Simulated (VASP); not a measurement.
Write the native input for VASP 6.6.1 that does the following.

- Task: single point
- Functional: PBEsol
- Potentials or basis: VASP PAW PBE potentials, release 64 (Pt)
- Cutoff: 520 eV
- k mesh: 24 × 24 × 24
- Occupations: gaussian, width 0.15 eV
- Spin: no spin polarisation
- Dipole correction: no
- Further INCAR settings: ALGO = Fast; EDIFF = 1e-06; NBANDS = 11

The structure of Pt lies in POSCAR:

```
Pt
1.0
    0.1017766103      2.0100880535      2.0100880535
    2.0100880535      0.1017766103      2.0100880535
    2.0100880535      2.0100880535      0.1017766103
Pt
1
Direct
    0.0000000000      0.0000000000      0.0000000000
```

This cell differs from its parent crystal: ratio of the length along [111] to the lengths across it x 1.08, volume and fractional coordinates fixed.

The input as run:

INCAR

```
PREC = Accurate
ENCUT = 520
EDIFF = 1E-6
ISMEAR = 0
SIGMA = 0.15
LREAL = F
LASPH = T
NELM = 80
ALGO = Fast
ISIF = 2
LWAVE = F
LCHARG = F
GGA = PS
NBANDS = 11
```

KPOINTS

```
Automatic mesh
0
Gamma
  24 24 24
```

Potentials or basis: VASP PAW PBE potentials, release 64 (Pt).

Run with:

```sh
$ cat potpaw_PBE.64/Pt/POTCAR > POTCAR
$ mpirun -np 1 vasp_std > vasp.out
```

It gave:

```yaml
Pressure: 2.1 GPa
Band_gap_on_the_k_mesh: zero (bands 5 and 6 overlap by 2.38 eV)
```

Caveat: the PAW data sets were made with another functional, which shifts forces and pressure a little; spin-orbit coupling is left out, which moves the levels of the heavy elements.

Wall time 110 s on 1 thread of Intel(R) Xeon(R) 6975P-C (Granite Rapids), on a shared host, peak memory 0.33 GiB.
